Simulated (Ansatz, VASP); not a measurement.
One calculation of NaH, two programs

The input POSCAR:

```
NaH
1.0
    0.0000000000      2.4289204800      2.4289204800
    2.4289204800      0.0000000000      2.4289204800
    2.4289204800      2.4289204800      0.0000000000
Na H
1 1
Direct
    0.0000000000      0.0000000000      0.0000000000
    0.5000000000      0.5000000000      0.5000000000
```

INCAR.step1

```
ALGO = Normal ; EDIFF = 1E-4
ENCUT = 520 ; GGA = PE
ISMEAR = -1 ; LASPH = True
LCHARG = False ; LREAL = False
LWAVE = True ; NELM = 60
PREC = Accurate ; SIGMA = 0.02
```

The input INCAR.step2:

```
ALGO = Normal ; EDIFF = 1E-6
EDIFFG = -0.01 ; ENCUT = 520
IBRION = 2 ; ISIF = 2
ISMEAR = -1 ; ISTART = 1
LASPH = True ; LCHARG = False
LMIXTAU = True ; LREAL = False
LWAVE = False ; METAGGA = R2SCAN
NELM = 60 ; NSW = 50
PREC = Accurate ; SIGMA = 0.02
```

The input KPOINTS:

```
k-points
0
Gamma
  10 10 10
```

Input for Ansatz:

```yaml
crystal:
  lattice:
    - [0.0, 2.42892048, 2.42892048]
    - [2.42892048, 0.0, 2.42892048]
    - [2.42892048, 2.42892048, 0.0]
  atoms:
    - { symbol: Na, position: [0.0, 0.0, 0.0] }
    - { symbol: H, position: [0.5, 0.5, 0.5] }
  symmetry: { tolerance: 0.0003 }
hamiltonian:
  xc: r2scan
  pseudopotentials: { kind: paw, azcp: { folder: soft_1 } }
basis:
  ecutwfc: 500
magnetization:
  spin_polarized: false
scf:
  occupations: { method: fermi_dirac, width: 0.02 }
kpoints:
  mp_grid: { grid: [10, 10, 10], shift: [0, 0, 0] }
  band_path:
    path:
      - [0.0, 0.0, 0.0]
      - [0.5, 0.0, 0.5]
      - [0.625, 0.25, 0.625]
      - [0.375, 0.375, 0.75]
      - [0.0, 0.0, 0.0]
      - [0.5, 0.5, 0.5]
      - [0.5, 0.25, 0.75]
      - [0.5, 0.0, 0.5]
    npoints: 10
output:
  forces: true
  stress: true
  eigenvalues: true
  write_potential: true
  elf: true
  volumetric_format: npy
  dos: { e_range: [-12, 8], de: 0.05 }
relax:
  max_steps: 30
```

Alike in both runs: task relaxation of the atoms; functional r2SCAN; k mesh 10 × 10 × 10; occupations fermi-dirac, width 0.02 eV; no spin polarisation.

|  | VASP | Ansatz |
| --- | --- | --- |
| version | VASP 6.6.1 | Ansatz 0.2.0 |
| potentials or method | VASP PAW PBE potentials, release 64 (Na_pv, H), cutoff 520 eV | PAW plane waves |
| valence electrons in the cell | 8 | 10 |

```csv
,VASP,Ansatz,Ansatz less VASP
"gap on the k mesh at the Fermi level, each at its own relaxed structure (eV)",4.36,4.35,-0.009
```

VASP's potentials were made for PBE, not for r2SCAN. VASP's potentials hold 8 valence electrons a cell and Ansatz's 10, so a difference there can come from the potentials and not from the codes. Ansatz's warnings: stress scf threshold loose.

Noted on VASP's run: the relaxation stopped at its first step, so nothing moved.
